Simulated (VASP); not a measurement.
Write the native input for VASP 6.6.1 that does the following.

```yaml
Task: single point
Functional: PBE
Potentials_or_basis: VASP PAW PBE potentials, release 64 (Zr_sv, Pd, N)
Cutoff: 520 eV
k_mesh: 4 × 4 × 6
Occupations: gaussian, width 0.1 eV
Spin: collinear spin
Starting_moments: "[0.0, 1.0, 1.0, 0.0, 0.0, 0.0, 0.0] μB"
Dipole_correction: no
Further_INCAR_settings: ALGO = Normal; EDIFF = 1e-07; NBANDS = 39
```

The structure of ZrPd2N4 lies in POSCAR:

```
ZrPd2N4
1.0
    5.2404669090      0.0000000000      0.0000000000
    0.0000000000      5.2404669090      0.0000000000
    0.0000000000      0.0000000000      3.0478029303
Zr Pd N
1 2 4
Direct
    0.0000000000      0.0000000000      0.0000000000
    0.5000000000      0.0000000000      0.5000000000
    0.0000000000      0.5000000000      0.5000000000
    0.2332300000      0.2332300000      0.0000000000
    0.7667700000      0.2332300000      0.0000000000
    0.7667700000      0.7667700000      0.0000000000
    0.2332300000      0.7667700000      0.0000000000
```

The input as run:

INCAR

```
SYSTEM = ZrPd2N4
PREC = Accurate ; ENCUT = 520
EDIFF = 1E-7 ; ISMEAR = 0
SIGMA = 0.1 ; LREAL = .FALSE.
LASPH = .TRUE. ; NELM = 150
ALGO = Normal ; ISIF = 2
LWAVE = .FALSE. ; LCHARG = .FALSE.
ISPIN = 2 ; MAGMOM = 0 1 1 0 0 0 0
LORBIT = 11 ; LMAXMIX = 4
GGA = PE ; NBANDS = 39
```

KPOINTS

```
regular mesh
0
G
  4 4 6
  0 0 0
```

Potentials or basis: VASP PAW PBE potentials, release 64 (Zr_sv, Pd, N).

Command:

```bash
$ cat potpaw_PBE.64/Zr_sv/POTCAR potpaw_PBE.64/Pd/POTCAR potpaw_PBE.64/N/POTCAR > POTCAR
$ mpirun -np 1 vasp_std > vasp.out
```

Results of the run:

- Pressure: 42.1 GPa
- Largest force: 9.256 eV/Å
- Band gap on the k mesh: zero (filled and empty bands overlap)
- Net moment: 0.00 μB per cell
- Valence electrons inside the program's atomic spheres: Zr 11.63; Pd 9.16; N 3.63

Caveat: the cell stands under pressure; forces of over 1 eV/Å act on the atoms, so gaps and moduli don't describe the material at rest.

It took 2.8 min on 1 thread of Intel(R) Xeon(R) Platinum 8375C CPU @ 2.90GHz (Ice Lake), with other jobs on the host, peak memory 0.29 GiB.
